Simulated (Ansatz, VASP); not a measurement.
NaF: VASP beside Ansatz

```
Na F
1.0
     0.00000    2.28589    2.28589
     2.28589    0.00000    2.28589
     2.28589    2.28589    0.00000
Na F
1 1
Direct
  0.75700 0.16300 0.86300
  0.25700 0.66300 0.36300
```

Alike in both runs: task single point; functional PBE; k mesh 8 × 8 × 8; occupations gaussian, width 0.1 eV; no spin polarisation.

|  | VASP | Ansatz |
| --- | --- | --- |
| version | VASP 6.6.1 | Ansatz 0.2.0 |
| potentials or method | VASP PAW PBE potentials, release 64 (Na_pv, F), cutoff 600 eV | scalar-relativistic, plane waves, PAW |
| valence electrons in the cell | 14 | 16 |

Ansatz gave:

| Item | Value |
| --- | --- |
| gap on the k mesh at the Fermi level (eV) | 6.54 |
| least direct gap on the mesh (eV) | 6.54 |
| pressure (GPa) | 4.5 |

Q: Estimate VASP's values.

A: gap on the k mesh at the Fermi level (eV): 6.53; least direct gap on the mesh (eV): 6.53; pressure (GPa): 4.3.

VASP's potentials hold 14 valence electrons a cell and Ansatz's 16, so a difference there can come from the potentials and not from the codes.
